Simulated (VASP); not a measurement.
# Pt: single point with RPBE

Crystal: Pt.

```
CELL_PARAMETERS angstrom
0.00000 1.99740 1.99740
1.99740 0.00000 1.99740
1.99740 1.99740 0.00000
ATOMIC_POSITIONS crystal
Pt 0.00000 0.00000 0.00000
```

```json
{"Program": "VASP 6.6.1", "Task": "single point", "Functional": "RPBE", "Potentials or basis": "VASP PAW PBE potentials, release 64 (Pt)", "Cutoff": "520 eV", "k mesh": "13 × 13 × 13", "Occupations": "fermi-dirac, width 0.1 eV", "Spin": "no spin polarisation"}
```

- Pressure: -0.5 GPa
- Band gap on the k mesh: zero (band 5 reaches 10.69 eV, above the bottom of band 6 at 8.72 eV)

Levels at points of the mesh, in eV from the Fermi level:
```
           k point  band 3  band 4  band 5  band 6  band 7  band 8
(0.00, 0.00, 0.00)   -3.45   -3.45   -1.50   -1.50   14.77   19.44
```

Wall time 16 s on 1 thread of Intel Xeon 8259CL (shared host), peak memory 0.15 GiB.

Caveat: the PAW data sets were made with another functional, which shifts forces and pressure a little; spin-orbit coupling is left out, which moves the levels of the heavy elements.
